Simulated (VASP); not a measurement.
# Ti in VASP: notebook, part 2 of 2

VASP 6.6.1.

## (3) Electric field gradients, LDA (equal xy, yz and zx shear strains of -1 %)

File INCAR:

```
SYSTEM = Ti
  PREC = Accurate
  ENCUT = 520
  EDIFF = 1E-8
  ISMEAR = -1
  SIGMA = 0.05
  LREAL = .False.
  LASPH = .True.
  NELM = 80
  ALGO = Normal
  ISIF = 2
  LWAVE = .False.
  LCHARG = .False.
  LEFG = .True.
  NBANDS = 12
```

File KPOINTS:

```
regular mesh
0
Gamma
  14 14 14
  0 0 0
```

File POSCAR:

```
Ti
1.0
   -0.0203000000      2.0198500000      2.0198500000
    2.0198500000     -0.0203000000      2.0198500000
    2.0198500000      2.0198500000     -0.0203000000
Ti
1
Direct
    0.0000000000      0.0000000000      0.0000000000
```

Potentials or basis: VASP PAW LDA potentials, release 64 (Ti_sv).

Started as:

```sh
$ cat potpaw_LDA.64/Ti_sv/POTCAR > POTCAR
$ mpirun -np 1 vasp_std > vasp.out
```

OUTCAR:

```text
SYSTEM = Ti
   PREC = Accurate
   ENCUT = 520
   EDIFF = 1E-8
   ISMEAR = -1
   LREAL = .False.
   LASPH = .True.
   NELM = 80
   ISIF = 2

 ion  position               nearest neighbor table
   1  0.000  0.000  0.000-

  LATTYP: Found a trigonal (rhomboedric) cell.
 ALAT       =     2.8565713950
 COS(alpha) =     0.4899250057

  Lattice vectors:

 A1 = (  -0.0203000000,   2.0198500000,   2.0198500000)
 A2 = (   2.0198500000,  -0.0203000000,   2.0198500000)
 A3 = (   2.0198500000,   2.0198500000,  -0.0203000000)

Analysis of symmetry for initial positions (statically):
=====================================================================
 Subroutine PRICEL returns:
 Original cell was already a primitive cell.

 Routine SETGRP: Setting up the symmetry group for a
 trigonal (rhombohedral) supercell.

 Subroutine GETGRP returns: Found 12 space group operations
 (whereof 12 operations were pure point group operations)
 out of a pool of 12 trial point group operations.

The static configuration has the point symmetry D_3d.

Analysis of symmetry for dynamics (positions and initial velocities):
=====================================================================
 Subroutine PRICEL returns:
 Original cell was already a primitive cell.

 Routine SETGRP: Setting up the symmetry group for a
 trigonal (rhombohedral) supercell.

 Subroutine GETGRP returns: Found 12 space group operations
 (whereof 12 operations were pure point group operations)
 out of a pool of 12 trial point group operations.

The dynamic configuration has the point symmetry D_3d.

 Subroutine INISYM returns: Found 12 space group operations
 (whereof 12 operations are pure point group operations),
[... 154 lines left out ...]
      4     -23.7405      2.00000
      5       2.2846      2.00000
      6       9.1966      0.00000
      7       9.1966      0.00000
      8       9.3607      0.00000
      9      10.9461      0.00000
     10      10.9461      0.00000
     11      23.9356      0.00000
     12      28.3704      0.00000
[... 331 lines left out ...]
 k-point    24 :       0.2857    0.1429   -0.0000
  band No.  band energies     occupation
      1     -47.4845      2.00000
      2     -24.1485      2.00000
      3     -23.8542      2.00000
      4     -23.8468      2.00000
      5       4.4576      2.00000
      6       8.0691      1.99623
      7       9.3628      0.00000
      8       9.9685      0.00000
      9      10.7016      0.00000
     10      11.4855      0.00000
     11      22.3142      0.00000
     12      24.9318      0.00000

 [... further k-points ...]
[... 5 lines left out ...]
  --------------------------------------------------------------------------------------
  -------------------------------------------------------------------------------------
  Total       -0.5212473     -0.5212473     -0.5212473      0.0543885      0.0543885      0.0543885
  in kB      -49.9193548    -49.9193548    -49.9193548      5.2087375      5.2087375      5.2087375
  external PRESSURE =     -49.9193548 kB  Pullay stress =       0.0000000 kB

 VOLUME and BASIS-vectors are now :
 -----------------------------------------------------------------------------
  energy-cutoff  :      520.00
  volume of cell :       16.73
      direct lattice vectors                 reciprocal lattice vectors
    -0.020300000  2.019850000  2.019850000    -0.243842241  0.246317796  0.246317796
     2.019850000 -0.020300000  2.019850000     0.246317796 -0.243842241  0.246317796
     2.019850000  2.019850000 -0.020300000     0.246317796  0.246317796 -0.243842241

 POSITION                                       TOTAL-FORCE (eV/Angst)
 -----------------------------------------------------------------------------------
      0.00000      0.00000      0.00000        -0.000000      0.000000     -0.000000
 -----------------------------------------------------------------------------------
    total drift:                               -0.000000      0.000000      0.000000

  FREE ENERGIE OF THE ION-ELECTRON SYSTEM (eV)
  ---------------------------------------------------
  free  energy   TOTEN  =        -8.4926624935 eV

  energy  without entropy=       -8.4777721716  energy(sigma->0) =       -8.48521733

 Electric field gradients (V/A^2)
---------------------------------------------------------------------
 ion       V_xx      V_yy      V_zz      V_xy      V_xz      V_yz
---------------------------------------------------------------------
   1       0.000    -0.000     0.000     2.051     2.051     2.051
---------------------------------------------------------------------

 Electric field gradients after diagonalization (V/A^2)
 (convention: |V_zz| > |V_xx| > |V_yy|)
----------------------------------------------------------------------
 ion       V_xx      V_yy      V_zz     asymmetry (V_yy - V_xx)/ V_zz
----------------------------------------------------------------------
   1      -2.051    -2.051     4.102       0.000
----------------------------------------------------------------------

           NMR quadrupolar parameters

 Cq : quadrupolar parameter    Cq=e*Q*V_zz/h
 eta: asymmetry parameters     (V_yy - V_xx)/ V_zz
 Q  : nuclear electric quadrupole moment in mb (millibarn)
----------------------------------------------------------------------
 ion       Cq(MHz)       eta       Q (mb)
----------------------------------------------------------------------
   1       0.010       0.000       1.000
----------------------------------------------------------------------
```

OSZICAR:

```text
N       E                     dE             d eps       ncg     rms          rms(c)
DAV:   1     0.859183062585E+02    0.85918E+02   -0.65973E+03  6940   0.121E+03
DAV:   2    -0.517383971855E+01   -0.91092E+02   -0.88545E+02  7020   0.297E+02
DAV:   3    -0.939017127836E+01   -0.42163E+01   -0.41691E+01  9500   0.647E+01
DAV:   4    -0.949036452559E+01   -0.10019E+00   -0.10005E+00  7904   0.872E+00
DAV:   5    -0.949271904568E+01   -0.23545E-02   -0.23543E-02  8164   0.119E+00    0.844E+00
DAV:   6    -0.850243762319E+01    0.99028E+00   -0.20392E+00  7508   0.209E+01    0.222E+00
DAV:   7    -0.848554012834E+01    0.16897E-01   -0.94757E-02  8444   0.327E+00    0.126E+00
DAV:   8    -0.849234113773E+01   -0.68010E-02   -0.39850E-02  7156   0.259E+00    0.159E-01
DAV:   9    -0.849262723217E+01   -0.28609E-03   -0.29885E-03  8684   0.627E-01    0.791E-02
DAV:  10    -0.849267414458E+01   -0.46912E-04   -0.31357E-04  7256   0.206E-01    0.115E-02
DAV:  11    -0.849266351006E+01    0.10635E-04   -0.21049E-05  8124   0.654E-02    0.111E-02
DAV:  12    -0.849266247736E+01    0.10327E-05   -0.28935E-06  7520   0.215E-02    0.699E-04
DAV:  13    -0.849266249625E+01   -0.18882E-07   -0.13630E-07  9112   0.380E-03    0.125E-03
DAV:  14    -0.849266249350E+01    0.27424E-08   -0.47723E-08  7232   0.313E-03
   1 F= -.84926625E+01 E0= -.84852173E+01  d E =-.148903E-01
```

It took 57 s on 1 thread of Intel Xeon 8259CL, shared host; peak memory 0.17 GiB.

What came out:

| Property | Result |
| --- | --- |
| Free energy | -8.4927 eV |
| Pressure | -5.0 GPa |
| Band gap on the k mesh | zero (bands 6 and 7 overlap by 1.32 eV) |
| Largest electric field gradient by atom | Ti +4.1 V/Å² |

Electric field gradients, principal values (V/Å²):
```tsv
atom	least	middle	greatest (by size)
1 Ti	-2.051	-2.051	4.102
```

Caveat: the cell differs from its parent crystal (equal xy, yz and zx shear strains of -1 %); the cell stands under tension; without QUAD_EFG the Cq values of the log hold for a quadrupole moment of 1 mb, not for the nuclei.

## (4) Electric field gradients, LDA (equal xy, yz and zx shear strains of -1 %)

File INCAR:

```
  PREC = Accurate
  ENCUT = 520
  EDIFF = 1E-8
  ISMEAR = -1
  SIGMA = 0.05
  LREAL = F
  LASPH = T
  NELM = 80
  ALGO = Normal
  ISIF = 2
  LWAVE = F
  LCHARG = F
  LEFG = T
  NBANDS = 12
```

File KPOINTS:

```
Automatic mesh
0
Gamma
  14 14 14
```

POSCAR is that of step 3.

Potentials or basis: VASP PAW LDA potentials, release 64 (Ti_sv).

Started as:

```sh
$ cat potpaw_LDA.64/Ti_sv/POTCAR > POTCAR
$ mpirun -np 1 vasp_std > vasp.out
```

OUTCAR:

```text
PREC = Accurate
   ENCUT = 520
   EDIFF = 1E-8
   ISMEAR = -1
   LREAL = F
   LASPH = T
   NELM = 80
   ISIF = 2

 ion  position               nearest neighbor table
   1  0.000  0.000  0.000-

  LATTYP: Found a trigonal (rhomboedric) cell.
 ALAT       =     2.8565713950
 COS(alpha) =     0.4899250057

  Lattice vectors:

 A1 = (  -0.0203000000,   2.0198500000,   2.0198500000)
 A2 = (   2.0198500000,  -0.0203000000,   2.0198500000)
 A3 = (   2.0198500000,   2.0198500000,  -0.0203000000)

Analysis of symmetry for initial positions (statically):
=====================================================================
 Subroutine PRICEL returns:
 Original cell was already a primitive cell.

 Routine SETGRP: Setting up the symmetry group for a
 trigonal (rhombohedral) supercell.

 Subroutine GETGRP returns: Found 12 space group operations
 (whereof 12 operations were pure point group operations)
[... 540 lines left out ...]

 VOLUME and BASIS-vectors are now :
 -----------------------------------------------------------------------------
  energy-cutoff  :      520.00
  volume of cell :       16.73
      direct lattice vectors                 reciprocal lattice vectors
    -0.020300000  2.019850000  2.019850000    -0.243842241  0.246317796  0.246317796
     2.019850000 -0.020300000  2.019850000     0.246317796 -0.243842241  0.246317796
     2.019850000  2.019850000 -0.020300000     0.246317796  0.246317796 -0.243842241

 POSITION                                       TOTAL-FORCE (eV/Angst)
 -----------------------------------------------------------------------------------
      0.00000      0.00000      0.00000        -0.000000      0.000000     -0.000000
 -----------------------------------------------------------------------------------
    total drift:                               -0.000000      0.000000      0.000000

  FREE ENERGIE OF THE ION-ELECTRON SYSTEM (eV)
  ---------------------------------------------------
  free  energy   TOTEN  =        -8.4926624935 eV

  energy  without entropy=       -8.4777721716  energy(sigma->0) =       -8.48521733

 Electric field gradients (V/A^2)
---------------------------------------------------------------------
 ion       V_xx      V_yy      V_zz      V_xy      V_xz      V_yz
---------------------------------------------------------------------
   1       0.000    -0.000     0.000     2.051     2.051     2.051
---------------------------------------------------------------------

 Electric field gradients after diagonalization (V/A^2)
 (convention: |V_zz| > |V_xx| > |V_yy|)
----------------------------------------------------------------------
 ion       V_xx      V_yy      V_zz     asymmetry (V_yy - V_xx)/ V_zz
----------------------------------------------------------------------
   1      -2.051    -2.051     4.102       0.000
----------------------------------------------------------------------

           NMR quadrupolar parameters

 Cq : quadrupolar parameter    Cq=e*Q*V_zz/h
 eta: asymmetry parameters     (V_yy - V_xx)/ V_zz
 Q  : nuclear electric quadrupole moment in mb (millibarn)
----------------------------------------------------------------------
 ion       Cq(MHz)       eta       Q (mb)
----------------------------------------------------------------------
   1       0.010       0.000       1.000
----------------------------------------------------------------------
```

OSZICAR:

```text
N       E                     dE             d eps       ncg     rms          rms(c)
DAV:   1     0.859183062585E+02    0.85918E+02   -0.65973E+03  6940   0.121E+03
DAV:   2    -0.517383971855E+01   -0.91092E+02   -0.88545E+02  7020   0.297E+02
DAV:   3    -0.939017127836E+01   -0.42163E+01   -0.41691E+01  9500   0.647E+01
DAV:   4    -0.949036452559E+01   -0.10019E+00   -0.10005E+00  7904   0.872E+00
DAV:   5    -0.949271904568E+01   -0.23545E-02   -0.23543E-02  8164   0.119E+00    0.844E+00
DAV:   6    -0.850243762319E+01    0.99028E+00   -0.20392E+00  7508   0.209E+01    0.222E+00
DAV:   7    -0.848554012834E+01    0.16897E-01   -0.94757E-02  8444   0.327E+00    0.126E+00
DAV:   8    -0.849234113773E+01   -0.68010E-02   -0.39850E-02  7156   0.259E+00    0.159E-01
DAV:   9    -0.849262723217E+01   -0.28609E-03   -0.29885E-03  8684   0.627E-01    0.791E-02
DAV:  10    -0.849267414458E+01   -0.46912E-04   -0.31357E-04  7256   0.206E-01    0.115E-02
DAV:  11    -0.849266351006E+01    0.10635E-04   -0.21049E-05  8124   0.654E-02    0.111E-02
DAV:  12    -0.849266247736E+01    0.10327E-05   -0.28935E-06  7520   0.215E-02    0.699E-04
DAV:  13    -0.849266249625E+01   -0.18882E-07   -0.13630E-07  9112   0.380E-03    0.125E-03
DAV:  14    -0.849266249350E+01    0.27424E-08   -0.47723E-08  7232   0.313E-03
   1 F= -.84926625E+01 E0= -.84852173E+01  d E =-.148903E-01
```

stdout:

```text
POSCAR found type information on POSCAR Ti
 POSCAR found :  1 types and       1 ions
 scaLAPACK will be used
 LDA part: xc-table for (Slater(with rela. corr.)+CA(PZ))
 , standard interpolation
 POSCAR, INCAR and KPOINTS ok, starting setup
 FFT: planning ... GRIDC
 FFT: planning ... GRID_SOFT
 FFT: planning ... GRID
 WAVECAR not read
 entering main loop
ion   1
```

Wall time 60 s (1 thread of Intel Xeon 8259CL, shared host); peak memory 0.17 GiB.

Results:

- Free energy: -8.4927 eV
- Pressure: -5.0 GPa
- Band gap on the k mesh: zero (bands 6 and 7 overlap by 1.32 eV)
- Largest electric field gradient by atom: Ti +4.1 V/Å²

Levels at points of the mesh, in eV from the Fermi level:
| k point | band 3 | band 4 | band 5 | band 6 | band 7 | band 8 | band 9 | band 10 |
| --- | --- | --- | --- | --- | --- | --- | --- | --- |
| (0.00, 0.00, 0.00) | -32.14 | -32.12 | -6.10 | 0.81 | 0.81 | 0.98 | 2.56 | 2.56 |
| (0.50, 0.00, 0.00) | -32.23 | -32.23 | -2.67 | 0.66 | 0.79 | 0.83 | 3.67 | 3.75 |
| (0.50, 0.50, 0.00) | -32.42 | -32.40 | -2.71 | -1.83 | 3.10 | 3.69 | 4.03 | 4.03 |
| (0.50, 0.50, 0.50) | -32.25 | -32.25 | -2.65 | 0.70 | 0.70 | 0.98 | 3.75 | 3.75 |

Electric field gradients, principal values (V/Å²):
| atom | least | middle | greatest (by size) |
| --- | --- | --- | --- |
| 1 Ti | -2.051 | -2.051 | 4.102 |

Caveat: the cell differs from its parent crystal (equal xy, yz and zx shear strains of -1 %); the cell stands under tension; without QUAD_EFG the Cq values of the log hold for a quadrupole moment of 1 mb, not for the nuclei.

## (5) Electric field gradients, LDA (equal xy, yz and zx shear strains of +2 %)

File INCAR:

```
PREC     = Accurate       # precision mode
ENCUT    = 520            # plane-wave cutoff, eV
EDIFF    = 1E-8           # SCF threshold, eV
ISMEAR   = -1             # smearing method
SIGMA    = 0.05           # smearing width, eV
LREAL    = False          # projectors in reciprocal space
LASPH    = True           # aspherical terms in the spheres
NELM     = 100            # most SCF steps
ALGO     = Normal         # electronic algorithm
ISIF     = 2              # what is computed and relaxed
LWAVE    = False          # write WAVECAR
LCHARG   = False          # write CHGCAR
GGA      = CA             # functional
LEFG     = True         
NBANDS   = 12             # bands
```

KPOINTS is that of step 4.

File POSCAR:

```
Ti
1.0
    0.0406000000      2.0503000000      2.0503000000
    2.0503000000      0.0406000000      2.0503000000
    2.0503000000      2.0503000000      0.0406000000
Ti
1
Direct
    0.0000000000      0.0000000000      0.0000000000
```

Potentials or basis: VASP PAW LDA potentials, release 64 (Ti_sv).

Started as:

```sh
$ cat potpaw_LDA.64/Ti_sv/POTCAR > POTCAR
$ mpirun -np 1 vasp_std > vasp.out
```

OUTCAR:

```text
PREC = Accurate
   ENCUT = 520
   EDIFF = 1E-8
   ISMEAR = -1
   LREAL = False
   LASPH = True
   NELM = 100
   ISIF = 2
   GGA = CA

 ion  position               nearest neighbor table
   1  0.000  0.000  0.000-

  LATTYP: Found a trigonal (rhomboedric) cell.
 ALAT       =     2.8998462959
 COS(alpha) =     0.5197000882

  Lattice vectors:

 A1 = (   0.0406000000,   2.0503000000,   2.0503000000)
[... 566 lines left out ...]
 -----------------------------------------------------------------------------------
    total drift:                               -0.000000      0.000000      0.000000

  FREE ENERGIE OF THE ION-ELECTRON SYSTEM (eV)
  ---------------------------------------------------
  free  energy   TOTEN  =        -8.4905384836 eV

  energy  without entropy=       -8.4758164525  energy(sigma->0) =       -8.48317747

 Electric field gradients (V/A^2)
---------------------------------------------------------------------
 ion       V_xx      V_yy      V_zz      V_xy      V_xz      V_yz
---------------------------------------------------------------------
   1       0.000    -0.000    -0.000    -4.043    -4.043    -4.043
---------------------------------------------------------------------

 Electric field gradients after diagonalization (V/A^2)
 (convention: |V_zz| > |V_xx| > |V_yy|)
----------------------------------------------------------------------
 ion       V_xx      V_yy      V_zz     asymmetry (V_yy - V_xx)/ V_zz
----------------------------------------------------------------------
   1       4.043     4.043    -8.086       0.000
----------------------------------------------------------------------

           NMR quadrupolar parameters

 Cq : quadrupolar parameter    Cq=e*Q*V_zz/h
 eta: asymmetry parameters     (V_yy - V_xx)/ V_zz
 Q  : nuclear electric quadrupole moment in mb (millibarn)
----------------------------------------------------------------------
 ion       Cq(MHz)       eta       Q (mb)
----------------------------------------------------------------------
   1      -0.020       0.000       1.000
----------------------------------------------------------------------
```

It took 61 s on 1 thread of Intel Xeon 8259CL, shared host; peak memory 0.17 GiB.

Results:

| Quantity | Value |
| --- | --- |
| Free energy | -8.4905 eV |
| Pressure | -5.0 GPa |
| Band gap on the k mesh | zero (bands 6 and 7 overlap by 1.16 eV) |
| Largest electric field gradient by atom | Ti -8.1 V/Å² |

Electric field gradients, principal values (V/Å²):
| atom | least | middle | greatest (by size) |
| --- | --- | --- | --- |
| 1 Ti | 4.043 | 4.043 | -8.086 |

Caveat: the cell differs from its parent crystal (equal xy, yz and zx shear strains of +2 %); the cell stands under tension; without QUAD_EFG the Cq values of the log hold for a quadrupole moment of 1 mb, not for the nuclei.

## (6) The runs side by side

```csv
cell,gap on the mesh (eV),pressure (GPa)
"a = 2.885, b = 2.885, c = 2.900 Å, angles 59.8, 59.8, 60.3°, 1 atom",none,-7.0
"a = 2.857 Å, angles 60.7°, 1 atom",none,-5.0
"a = 2.900 Å, angles 58.7°, 1 atom",none,-5.0
```

Alike in all rows: task electric field gradients; level LDA; potentials or basis VASP PAW LDA potentials, release 64 (Ti_sv); no spin polarisation; k mesh 14 × 14 × 14; cutoff (eV) 520; smearing fermi-dirac 0.05 eV.

Caveats: the cell stands under tension.

Absolute energies hang on the potentials; compare differences alone.
